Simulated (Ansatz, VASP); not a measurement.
# Li in VASP and in Ansatz

POSCAR

```
Li
1.0
   -1.7546500000      1.7546500000      1.7546500000
    1.7546500000     -1.7546500000      1.7546500000
    1.7546500000      1.7546500000     -1.7546500000
Li
1
Direct
    0.0000000000      0.0000000000      0.0000000000
```

The input INCAR.step1:

```
SYSTEM = Li
PREC = Accurate ; ENCUT = 600
ISMEAR = -1 ; SIGMA = 0.05
LREAL = .False. ; LASPH = .True.
NELM = 100 ; GGA = PE
ALGO = Normal ; EDIFF = 1E-4
LWAVE = .True. ; LCHARG = .False.
```

INCAR.step2

```
SYSTEM = Li
PREC = Accurate ; ENCUT = 600
EDIFF = 1E-7 ; ISMEAR = -1
SIGMA = 0.05 ; LREAL = .False.
LASPH = .True. ; NELM = 100
ALGO = Normal ; ISIF = 3
LWAVE = .False. ; LCHARG = .False.
METAGGA = R2SCAN ; LMIXTAU = .True.
IVDW = 12 ; VDW_S6 = 1.0
VDW_S8 = 0.78981345 ; VDW_A1 = 0.49484001
VDW_A2 = 5.73083694 ; IBRION = 2
NSW = 60 ; EDIFFG = -0.01
ISTART = 1
```

Contents of KPOINTS:

```
Automatic mesh
0
Gamma
  11 11 11
  0 0 0
```

The input input.yaml:

```yaml
crystal:
  lattice:
    - [-1.75465, 1.75465, 1.75465]
    - [1.75465, -1.75465, 1.75465]
    - [1.75465, 1.75465, -1.75465]
  atoms:
    - { symbol: Li, position: [0.0, 0.0, 0.0] }
hamiltonian:
  xc: r2scan
  pseudopotentials: { kind: paw }
  dispersion: d3bj
kpoints:
  mp_grid: { grid: [11, 11, 11] }
scf:
  occupations: { method: fermi_dirac, width: 0.05 }
output:
  forces: true
  stress: true
  eigenvalues: true
relax:
  f_tol: 0.01
  max_steps: 40
  cell: { stress_tol: 0.05 }
```

Alike in both runs: task relaxation of cell and atoms; functional r2SCAN; dispersion D3(BJ); k mesh 11 × 11 × 11; occupations fermi-dirac, width 0.05 eV; no spin polarisation.

```csv
,VASP,Ansatz
version,VASP 6.6.1,Ansatz 0.2.0
potentials or method,"VASP PAW PBE potentials, release 64 (Li_sv)",Ansatz PAW
plane-wave cutoff (eV),600,500
valence electrons in the cell,3,3
```

VASP gave:

- gap on the k mesh at the Fermi level, each at its own relaxed structure (eV): none
- relaxed volume (Å³/atom): 19.22
- relaxed length of the cell vector where the two differ most in proportion (Å): 2.923

Question: What did Ansatz give for the same quantities?

Answer: gap on the k mesh at the Fermi level, each at its own relaxed structure (eV): none; relaxed volume (Å³/atom): 20.02; relaxed length of the cell vector where the two differ most in proportion (Å): 2.963.

VASP's potentials were made for PBE, not for r2SCAN. A gap of «none» marks a metal or a gap that the smearing closes.

Noted on VASP's run: the cutoff is under 1.25 times that of the potentials, so the pressure is a little rough. Noted on Ansatz's run: the plane-wave basis is chosen anew once the cell has moved, so the energies of steps on either side of that aren't comparable.
